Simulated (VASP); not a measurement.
A run of VASP 6.6.1 is set up as follows.

Contents of INCAR:

```
SYSTEM = GdRe
PREC = Accurate ; ENCUT = 520
EDIFF = 1E-6 ; ISMEAR = 1
SIGMA = 0.025 ; LREAL = .FALSE.
LASPH = .TRUE. ; NELM = 150
ALGO = Normal ; ISIF = 2
LWAVE = .FALSE. ; LCHARG = .TRUE.
ISPIN = 2 ; MAGMOM = 7 0
LORBIT = 11 ; LMAXMIX = 6
LDAU = .TRUE. ; LDAUTYPE = 2
LDAUL = 3 -1 ; LDAUU = 6 0
LDAUJ = 0 0 ; LDAUPRINT = 1
GGA = PE ; LELF = .TRUE.
LVHAR = .TRUE. ; NBANDS = 24
```

File KPOINTS:

```
Automatic mesh
0
G
  8 8 8
  0 0 0
```

POSCAR

```
GdRe
1.0
    3.4753604083      0.0000000000      0.0000000000
    0.0000000000      3.4753604083      0.0000000000
    0.0000000000      0.0000000000      3.4753604083
Gd Re
1 1
Direct
    0.0000000000      0.0000000000      0.0000000000
    0.5000000000      0.5000000000      0.5000000000
```

Potentials or basis: VASP PAW PBE potentials, release 64 (Gd, Re).

Command:

```bash
$ cat potpaw_PBE.64/Gd/POTCAR potpaw_PBE.64/Re/POTCAR > POTCAR
$ mpirun -np 1 vasp_std > vasp.out
```

(1) Predict the site moments.

(2) What does it give for the net moment?

## Answers

(1) Gd +6.92; Re -0.10 μB.

(2) 7.17 μB per cell.
